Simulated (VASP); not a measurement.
Set up this calculation in VASP 6.6.1, as the native input.

```
Task                   : single point
Functional             : PBE
Potentials or basis    : VASP PAW PBE potentials, release 64 (In_d, P)
Cutoff                 : 520 eV
k mesh                 : 8 × 8 × 8
Occupations            : fermi-dirac, width 0.05 eV
Spin                   : no spin polarisation
Dipole correction      : no
Further INCAR settings : ALGO = Normal; EDIFF = 1e-06; NBANDS = 16
```

The structure of InP lies in POSCAR:

```
InP
1.0
    0.0000000000      2.7688340000      2.7688340000
    2.7688340000      0.0000000000      2.7688340000
    2.7688340000      2.7688340000      0.0000000000
In P
1 1
Direct
    0.0000000000      0.0000000000      0.0000000000
    0.5000000000      0.5000000000      0.5000000000
```

One way to write it, as run:

INCAR

```
PREC = Accurate
ENCUT = 520
EDIFF = 1E-6
ISMEAR = -1
SIGMA = 0.05
LREAL = F
LASPH = T
NELM = 100
ALGO = Normal
ISIF = 2
LWAVE = F
LCHARG = F
GGA = PE
NBANDS = 16
```

KPOINTS

```
Automatic mesh
0
Gamma
  8 8 8
```

Potentials or basis: VASP PAW PBE potentials, release 64 (In_d, P).

The run is started by

```bash
$ cat potpaw_PBE.64/In_d/POTCAR potpaw_PBE.64/P/POTCAR > POTCAR
$ mpirun -np 1 vasp_std > vasp.out
```

It gave:

```
Pressure               : -0.1 GPa
Band gap on the k mesh : zero (band 9 reaches 7.34 eV, above the bottom of band 10 at 4.72 eV)
```

Caveat: spin-orbit coupling is left out, which moves the levels of the heavy elements.

It took 18 s on 1 thread of Intel(R) Xeon(R) Platinum 8488C (Sapphire Rapids), with other jobs on the host, peak memory 0.17 GiB.
